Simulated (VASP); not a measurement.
Input of a VASP 6.6.1 run:

Contents of INCAR:

```
PREC = Accurate ; ENCUT = 520
EDIFF = 1E-6 ; ISMEAR = -1
SIGMA = 0.05 ; LREAL = F
LASPH = T ; NELM = 100
ALGO = Normal ; ISIF = 2
LWAVE = F ; LCHARG = F
GGA = B5 ; ALDAX = 1.0
AGGAX = 1.0 ; AGGAC = 1.0
ALDAC = 0.0 ; NBANDS = 31
```

Contents of KPOINTS:

```
regular mesh
0
Gamma
  5 4 4
```

Contents of POSCAR:

```
HPbNO4
1.0
    3.8570700000      0.0017800000     -0.0365800000
    0.1735300000      4.3343600000     -0.0164700000
    0.7580300000      0.8387300000      5.8766200000
H Pb N O
1 1 1 4
Direct
    0.6151100000      0.8955900000      0.1984400000
    0.6459700000      0.4465100000      0.9168500000
    0.7147400000      0.2381000000      0.5005800000
    0.1695800000      0.4700700000      0.7776800000
    0.6291900000      0.9704500000      0.4984500000
    0.5642400000      0.9258300000      0.0384900000
    0.7802200000      0.4225000000      0.3195100000
```

Potentials or basis: VASP PAW PBE potentials, release 64 (H, Pb_d, N, O).

The run is started by

```console
$ cat potpaw_PBE.64/H/POTCAR potpaw_PBE.64/Pb_d/POTCAR potpaw_PBE.64/N/POTCAR potpaw_PBE.64/O/POTCAR > POTCAR
$ mpirun -np 1 vasp_std > vasp.out
```

Question: Predict the largest force.

Answer: 1.018 eV/Å.

Question: Predict the pressure.

Answer: 3.5 GPa.

Forces in eV/Å, atoms in the order of the input:
```
H   -0.009 -0.020  0.059
Pb  -0.004  0.035  0.038
N    0.226  0.489  0.686
O   -0.012  0.014 -0.193
O   -0.316 -0.967  0.011
O   -0.023  0.017  0.068
O    0.137  0.432 -0.668
```

Caveat: the standard files for N, O and F lose accuracy on very short bonds; the PAW data sets were made with another functional, which shifts forces and pressure a little.
